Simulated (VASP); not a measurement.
Runs of VASP 6.6.1 on TiIn2. The structure is that of space group Fm-3m (No. 225), or close to it. The cells are those of the table. 

| task | cell | k mesh | cutoff (eV) | gap on the mesh (eV) | pressure (GPa) | relaxed volume (Å³/atom) |
| --- | --- | --- | --- | --- | --- | --- |
| single point | a = 4.717 Å, angles 60.0°, 3 atoms | 4 × 4 × 4 | 520 | none | -0.1 | - |
| single point | a = 4.749 Å, angles 60.0°, 3 atoms | 4 × 4 × 4 | 520 | none | -1.1 | - |
| relaxation of cell and atoms | relaxed from a = 4.749 Å, angles 60.0°, 3 atoms | 4 × 4 × 4 | 600 | none | 0.3 | (a) |
| relaxation of cell and atoms | relaxed from a = 4.717 Å, angles 60.0°, 3 atoms | 12 × 12 × 12 | 600 | none | 0.0 | 24.69 |

Alike in all rows: level PBE; potentials or basis VASP PAW PBE potentials, release 64 (Ti_sv, In_d); no spin polarisation; smearing gaussian 0.1 eV.

Question: Estimate the missing entries.

Answer: (a) 24.62.

Caveats: some runs use coarse meshes; spin-orbit coupling is left out, which moves the levels of the heavy elements.

A k mesh can miss the band edges, and the runs leave out spin-orbit coupling on In.

A gap of «none» marks levels without a gap at the run's occupations.
